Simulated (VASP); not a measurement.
Here is a VASP 6.6.1 calculation.

The input INCAR:

```
PREC = Accurate
ENCUT = 520
EDIFF = 1E-7
ISMEAR = 0
SIGMA = 0.027000000000000003
LREAL = F
LASPH = T
NELM = 80
ALGO = Normal
ISIF = 2
LWAVE = F
LCHARG = F
GGA = PE
NBANDS = 11
```

KPOINTS

```
regular mesh
0
Gamma
  8 8 8
```

Contents of POSCAR:

```
Si
1.0
    0.0000000000      2.7218511865      2.7218511865
    2.7218511865      0.0000000000      2.7218511865
    2.7218511865      2.7218511865      0.0000000000
Si
2
Direct
    0.5000000000      0.5000000000      0.5000000000
    0.7500000000      0.7500000000      0.7500000000
```

Potentials or basis: VASP PAW PBE potentials, release 64 (Si).

Run with:

```sh
$ cat potpaw_PBE.64/Si/POTCAR > POTCAR
$ mpirun -np 1 vasp_std > vasp.out
```

Task: Estimate the band gap on the k mesh.

Result: 0.63 eV, indirect (least direct gap 2.56 eV).

Task: Predict the pressure.

Result: 1.3 GPa.

A k mesh can miss the band edges. Expect the measured gap to be larger: semilocal functionals such as PBE lack the derivative discontinuity.
